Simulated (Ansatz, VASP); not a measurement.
WF2: VASP beside Ansatz

```
W F
1.0
     5.08164    0.00000    0.00000
     0.00000    5.08164    0.00000
     0.00000    0.00000    4.36907
W F
2 4
Direct
  0.00000 0.00000 0.00000
  0.50000 0.50000 0.50000
  0.31401 0.31401 0.00000
  0.68599 0.68599 0.00000
  0.81401 0.18599 0.50000
  0.18599 0.81401 0.50000
```

Alike in both runs: task single point; functional r2SCAN; k mesh 8 × 8 × 8; occupations gaussian, width 0.01 eV; no spin polarisation; Hubbard terms W d U = 6.2 eV.

|  | VASP | Ansatz |
| --- | --- | --- |
| version | VASP 6.6.1 | Ansatz 0.2.0 |
| potentials or method | VASP PAW PBE potentials, release 64 (W_sv, F), cutoff 520 eV | scalar-relativistic, plane waves, PAW |
| valence electrons in the cell | 56 | 56 |

```tsv
	VASP	Ansatz	Ansatz less VASP
gap on the k mesh at the Fermi level (eV)	0.91	1.79	+0.881
least direct gap on the mesh (eV)	1.25	2.21	+0.956
pressure (GPa)	-15.9	-14.6	+1.21
traceless stress, the component that is largest in VASP (GPa)	-7.56	-8.18	-0.615
rms of the force components (eV/Å)	0.120	0.168	+0.0476
```

VASP's potentials were made for PBE, not for r2SCAN. The programs project onto different local orbitals, so the same U acts differently, and such runs can settle in different states. Atom by atom the forces differ by 0.048 eV/Å (rms over components).

Spin-orbit coupling is off throughout.
